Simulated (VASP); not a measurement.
Set up this calculation in VASP 6.6.1, as the native input.

| Quantity | Value |
| --- | --- |
| Task | single point |
| Functional | PBE |
| Potentials or basis | VASP PAW PBE potentials, release 64 (Pb_d, S) |
| Cutoff | 520 eV |
| k mesh | 8 × 6 × 6 |
| Occupations | gaussian, width 0.02 eV |
| Spin | no spin polarisation |
| Dipole correction | no |
| Further INCAR settings | ALGO = Normal; EDIFF = 1e-07; NBANDS = 28 |

The structure of PbS lies in POSCAR:

```
PbS
1.0
    4.2077174768      0.0994452876      0.5794056975
   -0.1075558366      4.2473519141      0.0514303816
   -0.8186285715     -0.0930016538      5.9526587909
Pb S
2 2
Direct
    0.7499421415      0.7500024002      0.7500063300
    0.2500578585      0.2499975998      0.2499936700
    0.2500075071      0.2500001520      0.7500094742
    0.7499924929      0.7499998480      0.2499905258
```

These files were run (other wordings do the same):

INCAR

```
SYSTEM = PbS
ALGO = Normal
EDIFF = 1E-7
ENCUT = 520
GGA = PE
ISIF = 2
ISMEAR = 0
LASPH = .TRUE.
LCHARG = .TRUE.
LELF = .TRUE.
LREAL = .FALSE.
LVHAR = .TRUE.
LWAVE = .FALSE.
NBANDS = 28
NELM = 80
PREC = Accurate
SIGMA = 0.02
```

KPOINTS

```
k-points
0
G
  8 6 6
  0 0 0
```

Potentials or basis: VASP PAW PBE potentials, release 64 (Pb_d, S).

Launch:

```sh
$ cat potpaw_PBE.64/Pb_d/POTCAR potpaw_PBE.64/S/POTCAR > POTCAR
$ mpirun -np 1 vasp_std > vasp.out
```

Results of the run:

| Item | Value |
| --- | --- |
| Pressure | -0.1 GPa |
| Band gap on the k mesh | 0.50 eV |

Caveat: spin-orbit coupling is left out, which moves the levels of the heavy elements.

It took 110 s on 1 thread of Intel(R) Xeon(R) 6975P-C (Granite Rapids) (shared host), peak memory 0.48 GiB.
